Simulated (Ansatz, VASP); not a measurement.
## GaN in VASP and in Ansatz

```
Ga N
1.0
     0.00000    2.24895    2.24895
     2.23681    0.00000    2.24895
     2.23681    2.24895    0.00000
Ga N
1 1
Direct
  0.00000 0.00000 0.00000
  0.25000 0.25000 0.25000
```

Change from the starting cell: uniaxial_x strain -0.5%.

Alike in both runs: task single point; functional r2SCAN; k mesh 10 × 10 × 10; no spin polarisation.

|  | VASP | Ansatz |
| --- | --- | --- |
| version | VASP 6.6.1 | Ansatz 0.2.0 |
| potentials or method | VASP PAW PBE potentials, release 64 (Ga_d, N_h) | plane waves, PAW |
| plane-wave cutoff (eV) | 910 | 500 |
| occupations | gaussian, width 0.01 eV | fixed |
| valence electrons in the cell | 18 | 18 |

Ansatz gave:

- gap on the k mesh at the Fermi level (eV): 2.19

Q: What did VASP give for the same quantities?

A: gap on the k mesh at the Fermi level (eV): 2.18.

VASP's potentials were made for PBE, not for r2SCAN.

Noted on VASP's run: the cutoff is short for stress, so the pressure is rough.
